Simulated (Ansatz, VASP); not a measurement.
RbBr in VASP and in Ansatz

```
CELL_PARAMETERS angstrom
0.00000 3.42750 3.42750
3.42750 0.00000 3.42750
3.42750 3.42750 0.00000
ATOMIC_POSITIONS crystal
Rb 0.00000 0.00000 0.00000
Br 0.50000 0.50000 0.36871
```

Alike in both runs: task single point; functional PBEsol; k mesh 6 × 6 × 6; occupations gaussian, width 0.05 eV; no spin polarisation.

|  | VASP | Ansatz |
| --- | --- | --- |
| version | VASP 6.6.1 | Ansatz 0.2.0 |
| potentials or method | VASP PAW PBE potentials, release 64 (Rb_sv, Br), cutoff 520 eV | scalar-relativistic, plane waves, PAW |
| valence electrons in the cell | 16 | 16 |

```tsv
	VASP	Ansatz	Ansatz less VASP
gap on the k mesh at the Fermi level (eV)	4.29	4.29	+0.003
least direct gap on the mesh (eV)	4.29	4.29	+0.003
pressure (GPa)	2.0	1.9	-0.06
traceless stress, the component that is largest in VASP (GPa)	-2.43	-2.39	+0.036
rms of the force components (eV/Å)	0.521	0.513	-0.0077
```

VASP's potentials were made for PBE, not for PBEsol. Atom by atom the forces differ by 0.008 eV/Å (rms over components).
